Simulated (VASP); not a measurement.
# Ag (I4/mmm) in VASP: a series of runs, part 2 of 2

VASP 6.6.1. The steps go on from the part before.

## Step 3: Single point, PBE (strain +0.0875 x Voigt [0, 0, 1, 0, 0, 0])

The input, INCAR:

```
SYSTEM = Ag
  PREC = Accurate
  ENCUT = 520
  EDIFF = 1E-7
  ISMEAR = 0
  SIGMA = 0.15
  LREAL = .False.
  LASPH = .True.
  NELM = 60
  ALGO = Normal
  ISIF = 2
  LWAVE = .False.
  LCHARG = .False.
  GGA = PE
  NBANDS = 12
```

The input, KPOINTS:

```
regular mesh
0
Gamma
  10 10 10
  0 0 0
```

The input, POSCAR:

```
Ag
1.0
    0.0000000000      2.0431000000      2.2218712500
    2.0431000000      0.0000000000      2.2218712500
    2.0431000000      2.0431000000      0.0000000000
Ag
1
Direct
    0.0000000000      0.0000000000      0.0000000000
```

Potentials or basis: VASP PAW PBE potentials, release 64 (Ag).

On the command line:

```sh
> cat potpaw_PBE.64/Ag/POTCAR > POTCAR
> mpirun -np 1 vasp_std > vasp.out
```

OUTCAR:

```text
SYSTEM = Ag
   PREC = Accurate
   ENCUT = 520
   EDIFF = 1E-7
   ISMEAR = 0
   LREAL = .False.
   LASPH = .True.
   NELM = 60
   ISIF = 2
   GGA = PE

 ion  position               nearest neighbor table
   1  0.000  0.000  0.000-

  LATTYP: Found a body centered tetragonal cell.
 ALAT       =     2.8893797293
 C/A-ratio  =     1.5379572491

  Lattice vectors:

 A1 = (  -2.0431000000,   0.0000000000,   2.2218712500)
 A2 = (   2.0431000000,   0.0000000000,   2.2218712500)
 A3 = (   0.0000000000,   2.0431000000,  -2.2218712500)

Analysis of symmetry for initial positions (statically):
=====================================================================
 Subroutine PRICEL returns:
 Original cell was already a primitive cell.

 Routine SETGRP: Setting up the symmetry group for a
 body centered tetragonal supercell.

 Subroutine GETGRP returns: Found 16 space group operations
 (whereof 16 operations were pure point group operations)
 out of a pool of 16 trial point group operations.

The static configuration has the point symmetry D_4h.

Analysis of symmetry for dynamics (positions and initial velocities):
[... 162 lines left out ...]
 Fermi energy:         7.2733443892

 k-point     1 :       0.0000    0.0000    0.0000
  band No.  band energies     occupation
      1       0.1456      2.00000
      2       2.4799      2.00000
      3       2.9757      2.00000
      4       2.9757      2.00000
      5       3.4239      2.00000
      6       3.9144      2.00000
      7      23.2310      0.00000
      8      25.6855      0.00000
      9      26.4917      0.00000
     10      26.4917      0.00000
     11      30.7773      0.00000
     12      31.2627      0.00000
[... 331 lines left out ...]
 k-point    24 :       0.4000    0.3000    0.0000
  band No.  band energies     occupation
      1       1.6715      2.00000
      2       1.8032      2.00000
      3       3.7191      2.00000
      4       3.9845      2.00000
      5       4.3416      2.00000
      6       5.7455      2.00000
      7      16.5449      0.00000
      8      18.1025      0.00000
      9      20.1050      0.00000
     10      24.2848      0.00000
     11      26.3928      0.00000
     12      35.4454      0.00000

 [... further k-points ...]
[... 5 lines left out ...]
  --------------------------------------------------------------------------------------
  -------------------------------------------------------------------------------------
  Total       -0.2459032     -0.2459032     -0.4769560      0.0000000     -0.0000000     -0.0000000
  in kB      -21.2396169    -21.2396169    -41.1965444      0.0000000     -0.0000000     -0.0000000
  external PRESSURE =     -27.8919261 kB  Pullay stress =       0.0000000 kB

 VOLUME and BASIS-vectors are now :
 -----------------------------------------------------------------------------
  energy-cutoff  :      520.00
  volume of cell :       18.55
      direct lattice vectors                 reciprocal lattice vectors
     0.000000000  2.043100000  2.221871250    -0.244726151  0.244726151  0.225035542
     2.043100000  0.000000000  2.221871250     0.244726151 -0.244726151  0.225035542
     2.043100000  2.043100000  0.000000000     0.244726151  0.244726151 -0.225035542

 POSITION                                       TOTAL-FORCE (eV/Angst)
 -----------------------------------------------------------------------------------
      0.00000      0.00000      0.00000         0.000000      0.000000     -0.000000
 -----------------------------------------------------------------------------------
    total drift:                               -0.000000     -0.000000     -0.000000

  FREE ENERGIE OF THE ION-ELECTRON SYSTEM (eV)
  ---------------------------------------------------
  free  energy   TOTEN  =        -2.6951879779 eV

  energy  without entropy=       -2.6910845885  energy(sigma->0) =       -2.69313628
```

OSZICAR:

```text
N       E                     dE             d eps       ncg     rms          rms(c)
DAV:   1     0.521109596597E+02    0.52111E+02   -0.54469E+03  2464   0.820E+02
DAV:   2    -0.205805267161E+01   -0.54169E+02   -0.50502E+02  2804   0.189E+02
DAV:   3    -0.291823314846E+01   -0.86018E+00   -0.85969E+00  2924   0.253E+01
DAV:   4    -0.292118278319E+01   -0.29496E-02   -0.29495E-02  2808   0.154E+00
DAV:   5    -0.292120849162E+01   -0.25708E-04   -0.25708E-04  2892   0.128E-01    0.422E+00
DAV:   6    -0.270245115262E+01    0.21876E+00   -0.92200E-01  2692   0.845E+00    0.287E+00
DAV:   7    -0.269732435228E+01    0.51268E-02   -0.54796E-03  2820   0.730E-01    0.166E+00
DAV:   8    -0.269517266072E+01    0.21517E-02   -0.71654E-04  2740   0.214E-01    0.635E-02
DAV:   9    -0.269518313022E+01   -0.10470E-04   -0.99621E-06  2836   0.242E-02    0.223E-02
DAV:  10    -0.269518824884E+01   -0.51186E-05   -0.40808E-06  2772   0.192E-02    0.280E-03
DAV:  11    -0.269518803315E+01    0.21569E-06   -0.72760E-08  2136   0.229E-03    0.784E-04
DAV:  12    -0.269518797793E+01    0.55222E-07   -0.86893E-09  1488   0.785E-04
   1 F= -.26951880E+01 E0= -.26931363E+01  d E =-.410339E-02
```

Wall time 11 s (1 thread of Intel Xeon Platinum 8375C at 2.90GHz (Ice Lake), shared host); peak memory 0.15 GiB.

Results:

```
Free energy : -2.6952 eV
Pressure    : -2.8 GPa
```

Levels at points of the mesh, in eV from the Fermi level:
```tsv
k point	band 4	band 5	band 6	band 7	band 8	band 9
(0.00, 0.00, 0.00)	-4.30	-3.85	-3.36	15.96	18.41	19.22
(0.50, 0.00, 0.00)	-2.99	-2.81	-0.12	3.24	14.41	16.87
(0.50, 0.50, 0.00)	-2.75	-2.75	0.90	4.90	11.27	11.27
(0.50, 0.00, 0.50)	-2.90	-2.53	2.19	6.82	9.85	9.88
```

Caveat: the cell differs from its parent crystal (strain +0.0875 x Voigt [0, 0, 1, 0, 0, 0]).
